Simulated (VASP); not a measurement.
# Te5As (R-3m) in VASP: a series of runs

Runs on Te5As. Level: PBE. Tasks: single point.

Everything below comes from runs of VASP 6.6.1. Logs are shortened: lines on timing, memory, paths and dates and some standing lists are left out, and cuts for length are marked.

### Step 1. The cell of the first run

It takes space group R-3m (No. 166, trigonal). Conventional cell: a = 7.833 Å, b = 7.833 Å, c = 11.015 Å, α = 90.00°, β = 90.00°, γ = 120.00°. Te (site symmetry 3m) has 4 Te at 3.02 to 3.35 Å and 1 As at 3.83 Å within 4.0 Å. Within 4.0 Å of Te (site symmetry 2/m) lie 2 As at 2.91 Å and 6 Te at 3.02 to 3.92 Å. Within 3.9 Å of As (site symmetry -3m) lie 8 Te at 2.91 to 3.83 Å.

The cell was generated, and may not be a known phase.

### Step 2. Single point, PBE

Input file INCAR:

```
PREC = Accurate
ENCUT = 520
EDIFF = 1E-6
ISMEAR = 0
SIGMA = 0.1
LREAL = F
LASPH = T
NELM = 100
ALGO = Normal
ISIF = 2
LWAVE = F
LCHARG = F
GGA = PE
NBANDS = 26
```

Input file KPOINTS:

```
regular mesh
0
Gamma
  3 3 3
```

Input file POSCAR:

```
Te5As
1.0
    3.9163701203      2.2611173421      3.6718311135
   -3.9163701203      2.2611173421      3.6718311135
    0.0000000000     -4.5222346876      3.6718311114
Te As
5 1
Direct
    0.1521442861      0.1521442861      0.1521442861
    0.8478557139      0.8478557139      0.8478557139
    0.0000000000      0.5000000000      0.5000000000
    0.5000000000      0.0000000000      0.5000000000
    0.5000000000      0.5000000000      0.0000000000
    0.5000000000      0.5000000000      0.5000000000
```

Potentials or basis: VASP PAW PBE potentials, release 64 (Te, As).

Launch:

```
$ cat potpaw_PBE.64/Te/POTCAR potpaw_PBE.64/As/POTCAR > POTCAR
$ mpirun -np 1 vasp_std > vasp.out
```

OUTCAR:

```text
PREC = Accurate
   ENCUT = 520
   EDIFF = 1E-6
   ISMEAR = 0
   LREAL = F
   LASPH = T
   NELM = 100
   ISIF = 2
   GGA = PE

 ion  position               nearest neighbor table
   1  0.152  0.152  0.152-   3 3.02   4 3.02   5 3.02   2 3.35
   2  0.848  0.848  0.848-   3 3.02   4 3.02   5 3.02   1 3.35
   3  0.000  0.500  0.500-   6 2.91   6 2.91   1 3.02   2 3.02
   4  0.500  0.000  0.500-   6 2.91   6 2.91   1 3.02   2 3.02
   5  0.500  0.500  0.000-   6 2.91   6 2.91   1 3.02   2 3.02
   6  0.500  0.500  0.500-   3 2.91   4 2.91   4 2.91   3 2.91   5 2.91   5 2.91

  LATTYP: Found a trigonal (rhomboedric) cell.
 ALAT       =     5.8251995914
 COS(alpha) =     0.0959845936

  Lattice vectors:

 A1 = (   3.9163701203,   2.2611173421,   3.6718311135)
 A2 = (  -3.9163701203,   2.2611173421,   3.6718311135)
 A3 = (   0.0000000000,  -4.5222346876,   3.6718311114)

Analysis of symmetry for initial positions (statically):
=====================================================================
 Subroutine PRICEL returns:
 Original cell was already a primitive cell.

 Routine SETGRP: Setting up the symmetry group for a
 trigonal (rhombohedral) supercell.

 Subroutine GETGRP returns: Found 12 space group operations
 (whereof 12 operations were pure point group operations)
 out of a pool of 12 trial point group operations.

The static configuration has the point symmetry D_3d.

Analysis of symmetry for dynamics (positions and initial velocities):
=====================================================================
 Subroutine PRICEL returns:
 Original cell was already a primitive cell.

 Routine SETGRP: Setting up the symmetry group for a
 trigonal (rhombohedral) supercell.

 Subroutine GETGRP returns: Found 12 space group operations
 (whereof 12 operations were pure point group operations)
 out of a pool of 12 trial point group operations.

The dynamic configuration has the point symmetry D_3d.

 Subroutine INISYM returns: Found 12 space group operations
 (whereof 12 operations are pure point group operations),
 and found     1 'primitive' translations

----------------------------------------------------------------------------------------

                                     Primitive cell

  volume of cell :     195.0926

  direct lattice vectors                    reciprocal lattice vectors
     3.916370120  2.261117342  3.671831114     0.127669241  0.073709871  0.090781227
    -3.916370120  2.261117342  3.671831114    -0.127669241  0.073709871  0.090781227
     0.000000000 -4.522234688  3.671831111     0.000000000 -0.147419741  0.090781227

  length of vectors
     5.825199591  5.825199591  5.825199591     0.173129464  0.173129464  0.173129464

  position of ions in fractional coordinates (direct lattice)
     0.152144286  0.152144286  0.152144286
     0.847855714  0.847855714  0.847855714
     1.000000000  0.500000000  0.500000000
     0.500000000  1.000000000  0.500000000
     0.500000000  0.500000000  0.000000000
     0.500000000  0.500000000  0.500000000

  ion indices of the primitive-cell ions
   primitive index   ion index
                 1           1
                 2           2
                 3           3
                 4           4
                 5           5
                 6           6

----------------------------------------------------------------------------------------

 KPOINTS: regular mesh

Automatic generation of k-mesh.
 Grid dimensions read from file:
 generate k-points for:    3    3    3

 Generating k-lattice:

  Cartesian coordinates                     Fractional coordinates (reciprocal lattice)
     0.042556414  0.024569957  0.030260409     0.333333333 -0.000000000  0.000000000
    -0.042556414  0.024569957  0.030260409    -0.000000000  0.333333333  0.000000000
     0.000000000 -0.049139914  0.030260409     0.000000000  0.000000000  0.333333333

  Length of vectors
     0.057709821  0.057709821  0.057709821

  Shift w.r.t. Gamma in fractional coordinates (k-lattice)
     0.000000000  0.000000000  0.000000000

 Subroutine IBZKPT returns following result:
 ===========================================

 Found      6 irreducible k-points:

 Following reciprocal coordinates:
            Coordinates               Weight
  0.000000  0.000000  0.000000      1.000000
  0.333333 -0.000000 -0.000000      6.000000
  0.333333  0.333333 -0.000000      6.000000
 -0.333333  0.333333  0.000000      6.000000
  0.333333  0.333333  0.333333      2.000000
 -0.333333  0.333333  0.333333      6.000000
   k-points           NKPTS =      6   k-points in BZ     NKDIM =      6   number of bands    NBANDS=     26
   number of dos      NEDOS =    301   number of ions     NIONS =      6
   total plane-waves  NPLWV = 110592
   dimension x,y,z NGX =    48 NGY =   48 NGZ =   48
   dimension x,y,z NGXF=    96 NGYF=   96 NGZF=   96
   ions per type =               5   1
   NGX,Y,Z   is equivalent  to a cutoff of  13.70, 13.70, 13.70 a.u.
   NGXF,Y,Z  is equivalent  to a cutoff of  27.40, 27.40, 27.40 a.u.
 SYSTEM =  unknown system
   PREC   = accura    normal or accurate (medium, high low for compatibility)
   ISTART =      0    job   : 0-new  1-cont  2-samecut
   ICHARG =      2    charge: 1-file 2-atom 10-const
   ISPIN  =      1    spin polarized calculation?
   LNONCOLLINEAR =      F non collinear calculations
   LSORBIT =      F    spin-orbit coupling
   LASPH  =      T    aspherical Exc in radial PAW
   ENCUT  =  520.0 eV  38.22 Ry    6.18 a.u.  10.83 10.83 10.83*2*pi/ulx,y,z
   NELM   =    100;   NELMIN=  2; NELMDL= -5     # of ELM steps
   EDIFF  = 0.1E-05   stopping-criterion for ELM
   LREAL  =      F    real-space projection
   EDIFFG = 0.1E-04   stopping-criterion for IOM
   NSW    =      0    number of steps for IOM
   IBRION =     -1    ionic relax: 0-MD 1-quasi-New 2-CG
   NFREE  =      0    steps in history (QN), initial steepest desc. (CG)
   ISIF   =      2    stress and relaxation
   ISYM   =      2    0-nonsym 1-usesym 2-fastsym
   POTIM  = 0.5000    time-step for ionic-motion
   TEBEG  =    0.0;   TEEND  =   0.0 temperature during run
   PSTRESS=    0.0 pullay stress
   NELECT =      35.0000    total number of electrons
   NUPDOWN=      -1.0000    fix difference up-down
   EMIN   =  10.00;   EMAX   =-10.00  energy-range for DOS
   EFERMI =   0.00;   METHOD = LEGACY
   ISMEAR =     0;   SIGMA  =   0.10  broadening in eV -4-tet -1-fermi 0-gaus
   EFERMI_NEDOS =   21; number of points for ismear=-14 and -15
   IALGO  =     38    algorithm
   IMIX   =      4    mixing-type and parameters
     AMIX     =   0.40;   BMIX     =  1.00
     AMIX_MAG =   1.60;   BMIX_MAG =  1.00
  volume/ion in A,a.u.               =      32.52       219.42
  Fermi-wavevector in a.u.,A,eV,Ry     =   0.923316  1.744815 11.599148  0.852513
  Thomas-Fermi vector in A             =   2.048940
   LORBIT       =      0    0 simple, 1 ext, 2 COOP (PROOUT), +10 PAW based schemes
   GGA     = PE    functional components
   LHFCALC =     F    Hartree Fock is set to
   AEXX    =    0.0000 exact exchange contribution
   IVDW    =     0    specifies the selected vdW correction
   LEPSILON=     F    determine dielectric tensor
   LRPA    =     F    only Hartree local field effects (RPA)
 non-spin polarized calculation
 Gauss-broadening in eV      SIGMA  =   0.10
  energy-cutoff  :      520.00
  volume of cell :      195.09
 maximum number of plane-waves:      5306
 NGX is ok and might be reduce to    48
   NGX = 21   NGY = 21   NGZ = 21

 number of electron      35.0000002 magnetization

 Free energy of the ion-electron system (eV)
  ---------------------------------------------------
  ext. energy  EPLUGINS =         0.00000000
  ---------------------------------------------------
  free energy    TOTEN  =       -19.29898970 eV

  energy without entropy =      -19.24779526  energy(sigma->0) =      -19.27339248

 E-fermi :   5.2792     XC(G=0):  -9.0998

 val. band max:        5.2574943286   @ k =  -0.3333   0.3333   0.0000
 cond. band min:       5.3055997342   @ k =   0.3333   0.3333  -0.0000
 fundamental gap:      0.0481054056
 Fermi energy:         5.2791917568

 k-point     1 :       0.0000    0.0000    0.0000
  band No.  band energies     occupation
      1      -8.2781      2.00000
      2      -5.4732      2.00000
      3      -5.3610      2.00000
      4      -5.3408      2.00000
      5      -5.3408      2.00000
      6      -2.7486      2.00000
[... 18 lines left out ...]
     25       9.5040      0.00000
     26       9.5040      0.00000

 k-point     2 :       0.3333   -0.0000   -0.0000
  band No.  band energies     occupation
      1      -7.9696      2.00000
      2      -6.4997      2.00000
      3      -5.3186      2.00000
      4      -5.2733      2.00000
      5      -4.7628      2.00000
      6      -3.2146      2.00000
[... 18 lines left out ...]
     25       9.9345      0.00000
     26      10.5161      0.00000

 k-point     3 :       0.3333    0.3333   -0.0000
  band No.  band energies     occupation
      1      -7.6909      2.00000
      2      -6.5363      2.00000
      3      -5.6676      2.00000
      4      -5.3911      2.00000
      5      -4.8214      2.00000
      6      -3.5443      2.00000
[... 18 lines left out ...]
     25      10.4181      0.00000
     26      10.9053      0.00000

 k-point     4 :      -0.3333    0.3333    0.0000
  band No.  band energies     occupation
      1      -7.6278      2.00000
      2      -6.6532      2.00000
      3      -5.7892      2.00000
      4      -5.4421      2.00000
      5      -4.2033      2.00000
      6      -3.9633      2.00000
[... 18 lines left out ...]
     25      10.2098      0.00000
     26      11.2979      0.00000

 k-point     5 :       0.3333    0.3333    0.3333
  band No.  band energies     occupation
      1      -7.5044      2.00000
      2      -5.9965      2.00000
      3      -5.7104      2.00000
      4      -5.6329      2.00000
      5      -5.6329      2.00000
      6      -3.7926      2.00000
[... 18 lines left out ...]
     25      10.6732      0.00000
     26      10.6732      0.00000

 k-point     6 :      -0.3333    0.3333    0.3333
  band No.  band energies     occupation
      1      -7.2991      2.00000
      2      -6.7088      2.00000
      3      -5.6594      2.00000
      4      -5.6374      2.00000
      5      -4.6396      2.00000
      6      -4.4566      2.00000
[... 18 lines left out ...]
     25      10.4555      0.00000
     26      11.3390      0.00000

------------------------ aborting loop because EDIFF is reached ----------------------------------------

  FORCE on cell =-STRESS in cart. coord.  units (eV):
  Direction    XX          YY          ZZ          XY          YZ          ZX
  --------------------------------------------------------------------------------------
  -------------------------------------------------------------------------------------
  Total        0.1035202      0.1035202     -0.0235859     -0.0000000      0.0000000      0.0000000
  in kB        0.8501489      0.8501489     -0.1936969     -0.0000000      0.0000000      0.0000000
  external PRESSURE =       0.5022003 kB  Pullay stress =       0.0000000 kB

 VOLUME and BASIS-vectors are now :
 -----------------------------------------------------------------------------
  energy-cutoff  :      520.00
  volume of cell :      195.09
      direct lattice vectors                 reciprocal lattice vectors
     3.916370120  2.261117342  3.671831114     0.127669241  0.073709871  0.090781227
    -3.916370120  2.261117342  3.671831114    -0.127669241  0.073709871  0.090781227
     0.000000000 -4.522234688  3.671831111     0.000000000 -0.147419741  0.090781227

 POSITION                                       TOTAL-FORCE (eV/Angst)
 -----------------------------------------------------------------------------------
      0.00000     -0.00000      1.67594         0.000000     -0.000000      0.005608
      0.00000     -0.00000      9.33955         0.000000      0.000000     -0.005608
     -1.95819     -1.13056      3.67183        -0.000000      0.000000     -0.000000
      1.95819     -1.13056      3.67183        -0.000000      0.000000     -0.000000
      0.00000      2.26112      3.67183         0.000000      0.000000     -0.000000
      0.00000     -0.00000      5.50775        -0.000000      0.000000     -0.000000
 -----------------------------------------------------------------------------------
    total drift:                                0.000000      0.000000      0.000000

  FREE ENERGIE OF THE ION-ELECTRON SYSTEM (eV)
  ---------------------------------------------------
  free  energy   TOTEN  =       -19.2989896987 eV

  energy  without entropy=      -19.2477952608  energy(sigma->0) =      -19.27339248
```

Wall time 31 s (1 thread of Intel Xeon Platinum 8259CL at 2.50GHz (Skylake/Cascade Lake), shared host); peak memory 0.32 GiB.

Results:

- Free energy: -19.2990 eV
- Pressure: 0.1 GPa
- Largest force: 0.006 eV/Å
- Band gap on the k mesh: zero (an odd number of electrons rules out a gap without spin polarisation)

Forces on the atoms (eV/Å):
```
Te   0.000  0.000  0.006
Te   0.000  0.000 -0.006
Te   0.000  0.000  0.000
Te   0.000  0.000  0.000
Te   0.000  0.000  0.000
As   0.000  0.000  0.000
```

Caveat: the k points lie up to 0.36 Å⁻¹ apart, too coarse for converged energies and pressures of a metal; spin-orbit coupling is left out, which moves the levels of the heavy elements; an odd number of electrons without spin polarisation forces a metal; a magnetic or distorted state may lie lower.

### Step 3. Single point, PBE

This run uses another cell than the first one, of 38.19 Å³/atom.

Input file INCAR:

```
  PREC = Accurate
  ENCUT = 520
  EDIFF = 1E-7
  ISMEAR = 0
  SIGMA = 0.1
  LREAL = False
  LASPH = True
  NELM = 80
  ALGO = Normal
  ISIF = 2
  LWAVE = False
  LCHARG = False
  GGA = PE
  NBANDS = 26
```

Input file KPOINTS:

```
Automatic mesh
0
Gamma
  3 3 3
```

Input file POSCAR:

```
Te5As
1.0
    3.5140109400      2.0288151600      5.3574681900
   -3.5140109400      2.0288151600      5.3574681900
    0.0000000000     -4.0576303300      5.3574681900
Te As
5 1
Direct
    0.0816354600      0.0816354600      0.0816354600
    0.9183645400      0.9183645400      0.9183645400
    0.0000000000      0.5000000000      0.5000000000
    0.5000000000      0.0000000000      0.5000000000
    0.5000000000      0.5000000000      0.0000000000
    0.5000000000      0.5000000000      0.5000000000
```

Potentials or basis: VASP PAW PBE potentials, release 64 (Te, As).

Launch:

```
$ cat potpaw_PBE.64/Te/POTCAR potpaw_PBE.64/As/POTCAR > POTCAR
$ mpirun -np 1 vasp_std > vasp.out
```

It took 53 s on 1 thread of Intel Xeon Platinum 8259CL at 2.50GHz (Skylake/Cascade Lake), shared host; peak memory 0.34 GiB.

The run converged. Its results:

```yaml
Free_energy: -15.9931 eV
Pressure: -4.2 GPa
Largest_force: 0.649 eV/Å
Band_gap_on_the_k_mesh: zero (an odd number of electrons rules out a gap without spin polarisation)
```

Forces on the atoms (eV/Å):
```
Te   0.000  0.000  0.649
Te   0.000  0.000 -0.649
Te   0.000  0.000  0.000
Te   0.000  0.000  0.000
Te   0.000  0.000  0.000
As   0.000  0.000  0.000
```

Stress tensor (GPa, compression positive):
```
-3.66  0.00  0.00
 0.00 -3.66  0.00
 0.00  0.00 -5.20
```

Levels at points of the mesh, in eV from the Fermi level:
| k point | band 15 | band 16 | band 17 | band 18 | band 19 | band 20 |
| --- | --- | --- | --- | --- | --- | --- |
| (0.00, 0.00, 0.00) | -0.93 | -0.21 | -0.21 | 0.64 | 1.38 | 1.38 |

Caveat: the k points lie up to 0.37 Å⁻¹ apart, too coarse for converged energies and pressures of a metal; spin-orbit coupling is left out, which moves the levels of the heavy elements; an odd number of electrons without spin polarisation forces a metal; a magnetic or distorted state may lie lower.

The gap in the log of VASP goes by the Fermi energy; the results here count the filled bands.